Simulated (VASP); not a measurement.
Runs of VASP 6.6.1 on Hf. The structure is that of space group Fm-3m (No. 225), or close to it. The cells are those of the table. 

```csv
task,cell,k mesh,cutoff (eV),gap on the mesh (eV),pressure (GPa)
single point,"a = 3.204 Å, angles 60.0°, 1 atom",12 × 12 × 12,520,none,-0.5
relaxation of cell and atoms,"relaxed from a = 3.163 Å, angles 60.0°, 1 atom",12 × 12 × 12,600,none,0.0
single point,"a = 3.246 Å, angles 60.0°, 1 atom",13 × 13 × 13,520,none,-4.0
single point,"a = 3.327 Å, angles 60.0°, 1 atom",13 × 13 × 13,520,none,(a)
single point,"a = 3.287 Å, angles 60.0°, 1 atom",13 × 13 × 13,520,none,-7.0
single point,"a = 3.116 Å, angles 60.0°, 1 atom",13 × 13 × 13,520,none,8.7
single point,"a = 3.204 Å, angles 60.0°, 1 atom",13 × 13 × 13,520,none,-0.5
```

Alike in all rows: level RPBE; potentials or basis VASP PAW PBE potentials, release 64 (Hf_pv); no spin polarisation; smearing fermi-dirac 0.1 eV.

**Question.** Estimate the missing entries.

**Answer.** (a) -9.5.

Caveats: the PAW data sets were made with another functional, which shifts forces and pressure a little; spin-orbit coupling is left out, which moves the levels of the heavy elements.

A k mesh can miss the band edges, and the runs leave out spin-orbit coupling on Hf.

A gap of «none» marks levels without a gap at the run's occupations.
